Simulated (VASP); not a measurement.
# Li (R-3m) in VASP: further runs

The runs below take Li through electric field gradients, with PBEsol.

Everything below comes from runs of VASP 6.6.1. Logs are shortened: lines on timing, memory, paths and dates and some standing lists are left out, and cuts for length are marked.

**1. The cell of the first run**

The structure is trigonal, space group R-3m (No. 166). The conventional cell has a = 3.101 Å, b = 3.101 Å, c = 22.993 Å, α = 90.00°, β = 90.00°, γ = 120.00°. Within 4.1 Å of Li (site symmetry -3m) lie 12 Li at 3.10 to 3.12 Å. Li (site symmetry 3m) has 12 Li at 3.10 to 3.12 Å within 4.1 Å.

**2. Electric field gradients, PBEsol (zz strain of +1 %)**

File INCAR:

```
PREC = Accurate ; ENCUT = 520
EDIFF = 1E-8 ; ISMEAR = -1
SIGMA = 0.05 ; LREAL = F
LASPH = T ; NELM = 60
ALGO = Normal ; ISIF = 2
LWAVE = F ; LCHARG = F
GGA = PS ; LEFG = T
NBANDS = 12
```

File KPOINTS:

```
Automatic mesh
0
Gamma
  12 12 12
```

File POSCAR:

```
Li
1.0
    1.5504989657      0.8951809952      7.6641830000
   -1.5504989657      0.8951809952      7.6641830000
    0.0000000000     -1.7903619905      7.6641830000
Li
3
Direct
    0.0000000000      0.0000000000      0.0000000000
    0.2220000000      0.2220000000      0.2220000000
    0.7780000000      0.7780000000      0.7780000000
```

Potentials or basis: VASP PAW PBE potentials, release 64 (Li_sv).

The run is started by

```sh
$ cat potpaw_PBE.64/Li_sv/POTCAR > POTCAR
$ mpirun -np 1 vasp_std > vasp.out
```

OUTCAR:

```text
PREC = Accurate
   ENCUT = 520
   EDIFF = 1E-8
   ISMEAR = -1
   LREAL = F
   LASPH = T
   NELM = 60
   ISIF = 2
   GGA = PS

 ion  position               nearest neighbor table
   1  0.000  0.000  0.000-
   2  0.222  0.222  0.222-
   3  0.778  0.778  0.778-

  LATTYP: Found a trigonal (rhomboedric) cell.
 ALAT       =     7.8705207651
 COS(alpha) =     0.9223813617

  Lattice vectors:

 A1 = (   1.5504989657,   0.8951809952,   7.6641830000)
 A2 = (  -1.5504989657,   0.8951809952,   7.6641830000)
 A3 = (   0.0000000000,  -1.7903619905,   7.6641830000)

Analysis of symmetry for initial positions (statically):
=====================================================================
 Subroutine PRICEL returns:
 Original cell was already a primitive cell.

 Routine SETGRP: Setting up the symmetry group for a
 trigonal (rhombohedral) supercell.

 Subroutine GETGRP returns: Found 12 space group operations
 (whereof 12 operations were pure point group operations)
 out of a pool of 12 trial point group operations.

The static configuration has the point symmetry D_3d.

Analysis of symmetry for dynamics (positions and initial velocities):
=====================================================================
 Subroutine PRICEL returns:
 Original cell was already a primitive cell.

 Routine SETGRP: Setting up the symmetry group for a
 trigonal (rhombohedral) supercell.

 Subroutine GETGRP returns: Found 12 space group operations
 (whereof 12 operations were pure point group operations)
 out of a pool of 12 trial point group operations.

The dynamic configuration has the point symmetry D_3d.

 Subroutine INISYM returns: Found 12 space group operations
 (whereof 12 operations are pure point group operations),
 and found     1 'primitive' translations

----------------------------------------------------------------------------------------

                                     Primitive cell

  volume of cell :      63.8263

  direct lattice vectors                    reciprocal lattice vectors
     1.550498966  0.895180995  7.664183000     0.322476836  0.186182088  0.043492351
    -1.550498966  0.895180995  7.664183000    -0.322476836  0.186182088  0.043492351
     0.000000000 -1.790361990  7.664183000     0.000000000 -0.372364176  0.043492350
[... 141 lines left out ...]
  band No.  band energies     occupation
      1     -45.5022      2.00000
      2     -45.4905      2.00000
      3     -45.4857      2.00000
      4      -2.9963      2.00000
      5      -1.0974      2.00000
      6      -1.0965      2.00000
      7       5.8672      0.00000
      8       5.8932      0.00000
      9      12.9999      0.00000
     10      12.9999      0.00000
     11      13.1310      0.00000
     12      13.1310      0.00000
[... 331 lines left out ...]
 k-point    24 :      -0.4167    0.1667   -0.0000
  band No.  band energies     occupation
      1     -45.4880      2.00000
      2     -45.4790      2.00000
      3     -45.4773      2.00000
      4       0.8844      0.00055
      5       1.6468      0.00000
      6       1.9328      0.00000
      7       4.0493      0.00000
      8       4.2712      0.00000
      9       4.8702      0.00000
     10       6.7095      0.00000
     11       7.2498      0.00000
     12       8.7884      0.00000

 [... further k-points ...]

------------------------ aborting loop because EDIFF is reached ----------------------------------------

  FORCE on cell =-STRESS in cart. coord.  units (eV):
  Direction    XX          YY          ZZ          XY          YZ          ZX
  --------------------------------------------------------------------------------------
  -------------------------------------------------------------------------------------
  Total       -0.2247971     -0.2247971     -0.4259299      0.0000000      0.0000000      0.0000000
  in kB       -5.6428926     -5.6428926    -10.6917622      0.0000000      0.0000000      0.0000000
  external PRESSURE =      -7.3258491 kB  Pullay stress =       0.0000000 kB

 VOLUME and BASIS-vectors are now :
 -----------------------------------------------------------------------------
  energy-cutoff  :      520.00
  volume of cell :       63.83
      direct lattice vectors                 reciprocal lattice vectors
     1.550498966  0.895180995  7.664183000     0.322476836  0.186182088  0.043492351
    -1.550498966  0.895180995  7.664183000    -0.322476836  0.186182088  0.043492351
     0.000000000 -1.790361990  7.664183000     0.000000000 -0.372364176  0.043492350

 POSITION                                       TOTAL-FORCE (eV/Angst)
 -----------------------------------------------------------------------------------
      0.00000      0.00000      0.00000         0.000000      0.000000     -0.000000
      0.00000     -0.00000      5.10435        -0.000000     -0.000000      0.008785
      0.00000     -0.00000     17.88820        -0.000000      0.000000     -0.008785
 -----------------------------------------------------------------------------------
    total drift:                               -0.000000     -0.000000      0.000000

  FREE ENERGIE OF THE ION-ELECTRON SYSTEM (eV)
  ---------------------------------------------------
  free  energy   TOTEN  =        -5.9045070112 eV

  energy  without entropy=       -5.8926293706  energy(sigma->0) =       -5.89856819

 Electric field gradients (V/A^2)
---------------------------------------------------------------------
 ion       V_xx      V_yy      V_zz      V_xy      V_xz      V_yz
---------------------------------------------------------------------
   1      -0.013    -0.013     0.026     0.000    -0.000     0.000
   2      -0.018    -0.018     0.036     0.000    -0.000     0.000
   3      -0.018    -0.018     0.036    -0.000    -0.000     0.000
---------------------------------------------------------------------

 Electric field gradients after diagonalization (V/A^2)
 (convention: |V_zz| > |V_xx| > |V_yy|)
----------------------------------------------------------------------
 ion       V_xx      V_yy      V_zz     asymmetry (V_yy - V_xx)/ V_zz
----------------------------------------------------------------------
   1      -0.013    -0.013     0.026       0.000
   2      -0.018    -0.018     0.036       0.000
   3      -0.018    -0.018     0.036       0.000
----------------------------------------------------------------------

           NMR quadrupolar parameters

 Cq : quadrupolar parameter    Cq=e*Q*V_zz/h
 eta: asymmetry parameters     (V_yy - V_xx)/ V_zz
 Q  : nuclear electric quadrupole moment in mb (millibarn)
----------------------------------------------------------------------
 ion       Cq(MHz)       eta       Q (mb)
----------------------------------------------------------------------
   1       0.000       0.000       1.000
   2       0.000       0.000       1.000
   3       0.000       0.000       1.000
----------------------------------------------------------------------
```

OSZICAR:

```text
N       E                     dE             d eps       ncg     rms          rms(c)
DAV:   1     0.250069036366E+02    0.25007E+02   -0.35394E+03  4536   0.650E+02
DAV:   2     0.891475538474E-01   -0.24918E+02   -0.24225E+02  5276   0.148E+02
DAV:   3    -0.581275687570E+01   -0.59019E+01   -0.58476E+01  8648   0.380E+01
DAV:   4    -0.591035126240E+01   -0.97594E-01   -0.97500E-01  6016   0.839E+00
DAV:   5    -0.591253150257E+01   -0.21802E-02   -0.21801E-02  7044   0.995E-01    0.660E-01
DAV:   6    -0.590705073282E+01    0.54808E-02   -0.22687E-03  7816   0.242E-01    0.371E-01
DAV:   7    -0.590442176184E+01    0.26290E-02   -0.34609E-03  7660   0.331E-01    0.334E-02
DAV:   8    -0.590450921751E+01   -0.87456E-04   -0.10687E-03  6460   0.174E-01    0.342E-02
DAV:   9    -0.590452261471E+01   -0.13397E-04   -0.55735E-05  7392   0.496E-02    0.441E-02
DAV:  10    -0.590450731879E+01    0.15296E-04   -0.26829E-05  8004   0.340E-02    0.200E-03
DAV:  11    -0.590450727613E+01    0.42654E-07   -0.18607E-06  6040   0.977E-03    0.167E-03
DAV:  12    -0.590450701604E+01    0.26010E-06   -0.45023E-08  5908   0.171E-03    0.172E-04
DAV:  13    -0.590450699929E+01    0.16749E-07   -0.21022E-09  4324   0.388E-04    0.429E-05
DAV:  14    -0.590450701035E+01   -0.11059E-07   -0.64070E-10  3748   0.174E-04    0.175E-05
DAV:  15    -0.590450701118E+01   -0.83207E-09   -0.25963E-10  3572   0.112E-04
   1 F= -.59045070E+01 E0= -.58985682E+01  d E =-.118776E-01
```

stdout:

```text
POSCAR found type information on POSCAR Li
 POSCAR found :  1 types and       3 ions
 scaLAPACK will be used
 -----------------------------------------------------------------------------
|                                                                             |
|                                                                             |
|     You enforced a specific xc type in the INCAR file but a different       |
|     I HOPE YOU KNOW WHAT YOU ARE DOING!                                     |
|                                                                             |
 -----------------------------------------------------------------------------

 LDA part: xc-table for (Slater+PW92), standard interpolation
 POSCAR, INCAR and KPOINTS ok, starting setup
 FFT: planning ... GRIDC
 FFT: planning ... GRID_SOFT
 FFT: planning ... GRID
 WAVECAR not read
 entering main loop
ion   1

ion   2

ion   3
```

Wall time 9.6 min (1 thread of Intel Xeon Platinum 8259CL at 2.50GHz (Skylake/Cascade Lake), shared host); peak memory 0.5 GiB.

What came out:

```yaml
Free_energy: -5.9045 eV
Largest_force: 0.009 eV/Å
Band_gap_on_the_k_mesh: zero (an odd number of electrons rules out a gap without spin polarisation)
Largest_electric_field_gradient_by_atom: under 0.05 V/Å² on every atom
```

Forces in eV/Å, atoms in the order of the input:
```
Li   0.000  0.000  0.000
Li   0.000  0.000  0.009
Li   0.000  0.000 -0.009
```

Caveat: the cell differs from its parent crystal (zz strain of +1 %); the cutoff is under 1.25 times the usual one of these potentials, so pressure, stress and relaxed cells hold a basis-set (Pulay) error; the PAW data sets were made with another functional, which shifts forces and pressure a little.

**3. Electric field gradients, PBEsol (equal xx and yy strain of -2 %)**

File INCAR:

```
SYSTEM = Li
PREC     = Accurate       ! precision mode
ENCUT    = 520            ! plane-wave cutoff, eV
EDIFF    = 1E-8           ! SCF threshold, eV
ISMEAR   = -1             ! smearing method
SIGMA    = 0.05           ! smearing width, eV
LREAL    = .False.        ! projectors in reciprocal space
LASPH    = .True.         ! aspherical terms in the spheres
NELM     = 60             ! most SCF steps
ALGO     = Normal         ! electronic algorithm
ISIF     = 2              ! what is computed and relaxed
LWAVE    = .False.        ! write WAVECAR
LCHARG   = .False.        ! write CHGCAR
GGA      = PS             ! functional
LEFG     = .True.       
NBANDS   = 12             ! bands
```

File KPOINTS:

```
regular mesh
0
Gamma
  12 12 12
  0 0 0
```

File POSCAR:

```
Li
1.0
    1.5194889864      0.8772773753      7.5883000000
   -1.5194889864      0.8772773753      7.5883000000
    0.0000000000     -1.7545547507      7.5883000000
Li
3
Direct
    0.0000000000      0.0000000000      0.0000000000
    0.2220000000      0.2220000000      0.2220000000
    0.7780000000      0.7780000000      0.7780000000
```

Potentials or basis: VASP PAW PBE potentials, release 64 (Li_sv).

The run is started by

```sh
$ cat potpaw_PBE.64/Li_sv/POTCAR > POTCAR
$ mpirun -np 1 vasp_std > vasp.out
```

OUTCAR:

```text
SYSTEM = Li
   PREC = Accurate
   ENCUT = 520
   EDIFF = 1E-8
   ISMEAR = -1
   LREAL = .False.
   LASPH = .True.
   NELM = 60
   ISIF = 2
   GGA = PS

 ion  position               nearest neighbor table
   1  0.000  0.000  0.000-
   2  0.222  0.222  0.222-
   3  0.778  0.778  0.778-

  LATTYP: Found a trigonal (rhomboedric) cell.
 ALAT       =     7.7885017342
 COS(alpha) =     0.9238767596

  Lattice vectors:

 A1 = (   1.5194889864,   0.8772773753,   7.5883000000)
 A2 = (  -1.5194889864,   0.8772773753,   7.5883000000)
 A3 = (   0.0000000000,  -1.7545547507,   7.5883000000)

Analysis of symmetry for initial positions (statically):
=====================================================================
 Subroutine PRICEL returns:
 Original cell was already a primitive cell.

 Routine SETGRP: Setting up the symmetry group for a
 trigonal (rhombohedral) supercell.

 Subroutine GETGRP returns: Found 12 space group operations
 (whereof 12 operations were pure point group operations)
 out of a pool of 12 trial point group operations.

The static configuration has the point symmetry D_3d.

Analysis of symmetry for dynamics (positions and initial velocities):
=====================================================================
 Subroutine PRICEL returns:
 Original cell was already a primitive cell.

 Routine SETGRP: Setting up the symmetry group for a
 trigonal (rhombohedral) supercell.

 Subroutine GETGRP returns: Found 12 space group operations
 (whereof 12 operations were pure point group operations)
 out of a pool of 12 trial point group operations.

[... 513 lines left out ...]
     10       7.0840      0.00000
     11       7.6724      0.00000
     12       9.1745      0.00000

 [... further k-points ...]

------------------------ aborting loop because EDIFF is reached ----------------------------------------

  FORCE on cell =-STRESS in cart. coord.  units (eV):
  Direction    XX          YY          ZZ          XY          YZ          ZX
  --------------------------------------------------------------------------------------
  -------------------------------------------------------------------------------------
  Total        0.0541360      0.0541360     -0.2310033      0.0000000      0.0000000      0.0000000
  in kB        1.4291120      1.4291120     -6.0981556      0.0000000      0.0000000      0.0000000
  external PRESSURE =      -1.0799772 kB  Pullay stress =       0.0000000 kB

 VOLUME and BASIS-vectors are now :
 -----------------------------------------------------------------------------
  energy-cutoff  :      520.00
  volume of cell :       60.69
      direct lattice vectors                 reciprocal lattice vectors
     1.519488986  0.877277375  7.588300000     0.329057995  0.189981722  0.043927274
    -1.519488986  0.877277375  7.588300000    -0.329057995  0.189981722  0.043927274
     0.000000000 -1.754554751  7.588300000     0.000000000 -0.379963445  0.043927274

 POSITION                                       TOTAL-FORCE (eV/Angst)
 -----------------------------------------------------------------------------------
      0.00000      0.00000      0.00000         0.000000      0.000000     -0.000000
      0.00000     -0.00000      5.05381        -0.000000     -0.000000      0.009805
      0.00000     -0.00000     17.71109        -0.000000      0.000000     -0.009805
 -----------------------------------------------------------------------------------
    total drift:                               -0.000000     -0.000000      0.000000

  FREE ENERGIE OF THE ION-ELECTRON SYSTEM (eV)
  ---------------------------------------------------
  free  energy   TOTEN  =        -5.9086228520 eV

  energy  without entropy=       -5.8964597427  energy(sigma->0) =       -5.90254130

 Electric field gradients (V/A^2)
---------------------------------------------------------------------
 ion       V_xx      V_yy      V_zz      V_xy      V_xz      V_yz
---------------------------------------------------------------------
   1       0.015     0.015    -0.029    -0.000    -0.000     0.000
   2       0.008     0.008    -0.015     0.000    -0.000     0.000
   3       0.008     0.008    -0.015    -0.000    -0.000     0.000
---------------------------------------------------------------------

 Electric field gradients after diagonalization (V/A^2)
 (convention: |V_zz| > |V_xx| > |V_yy|)
----------------------------------------------------------------------
 ion       V_xx      V_yy      V_zz     asymmetry (V_yy - V_xx)/ V_zz
----------------------------------------------------------------------
   1       0.015     0.015    -0.029       0.000
   2       0.008     0.008    -0.015       0.000
   3       0.008     0.008    -0.015       0.000
----------------------------------------------------------------------

           NMR quadrupolar parameters

 Cq : quadrupolar parameter    Cq=e*Q*V_zz/h
 eta: asymmetry parameters     (V_yy - V_xx)/ V_zz
 Q  : nuclear electric quadrupole moment in mb (millibarn)
----------------------------------------------------------------------
 ion       Cq(MHz)       eta       Q (mb)
----------------------------------------------------------------------
   1      -0.000       0.000       1.000
   2      -0.000       0.000       1.000
   3      -0.000       0.000       1.000
----------------------------------------------------------------------
```

OSZICAR:

```text
N       E                     dE             d eps       ncg     rms          rms(c)
DAV:   1     0.264527557783E+02    0.26453E+02   -0.34812E+03  4536   0.655E+02
DAV:   2    -0.130193624670E+00   -0.26583E+02   -0.25838E+02  5380   0.152E+02
DAV:   3    -0.582629963537E+01   -0.56961E+01   -0.56550E+01  8572   0.384E+01
DAV:   4    -0.591415901163E+01   -0.87859E-01   -0.87803E-01  6052   0.810E+00
DAV:   5    -0.591607964480E+01   -0.19206E-02   -0.19205E-02  7080   0.950E-01    0.598E-01
DAV:   6    -0.591091165972E+01    0.51680E-02   -0.24422E-03  7792   0.250E-01    0.334E-01
DAV:   7    -0.590853108188E+01    0.23806E-02   -0.36499E-03  7628   0.339E-01    0.366E-02
DAV:   8    -0.590862256384E+01   -0.91482E-04   -0.10420E-03  6568   0.168E-01    0.360E-02
DAV:   9    -0.590863808973E+01   -0.15526E-04   -0.57669E-05  7480   0.498E-02    0.425E-02
DAV:  10    -0.590862319739E+01    0.14892E-04   -0.26733E-05  8144   0.332E-02    0.235E-03
DAV:  11    -0.590862312748E+01    0.69908E-07   -0.18286E-06  5988   0.969E-03    0.173E-03
DAV:  12    -0.590862285843E+01    0.26904E-06   -0.39385E-08  5760   0.160E-03    0.111E-04
DAV:  13    -0.590862285200E+01    0.64347E-08   -0.32433E-09  4256   0.446E-04
   1 F= -.59086229E+01 E0= -.59025413E+01  d E =-.121631E-01
```

Run time: 5.2 min. Hardware: 1 thread of Intel Xeon 6975P-C (Granite Rapids), shared host; peak memory 0.49 GiB.

What came out:

| Quantity | Value |
| --- | --- |
| Free energy | -5.9086 eV |
| Largest force | 0.010 eV/Å |
| Band gap on the k mesh | zero (an odd number of electrons rules out a gap without spin polarisation) |
| Largest electric field gradient by atom | under 0.05 V/Å² on every atom |

Forces in eV/Å, atoms in the order of the input:
```
Li   0.000  0.000  0.000
Li   0.000  0.000  0.010
Li   0.000  0.000 -0.010
```

Caveat: the cell differs from its parent crystal (equal xx and yy strain of -2 %); the cutoff is under 1.25 times the usual one of these potentials, so pressure, stress and relaxed cells hold a basis-set (Pulay) error; the PAW data sets were made with another functional, which shifts forces and pressure a little.

(Continued in part 2 of 2.)
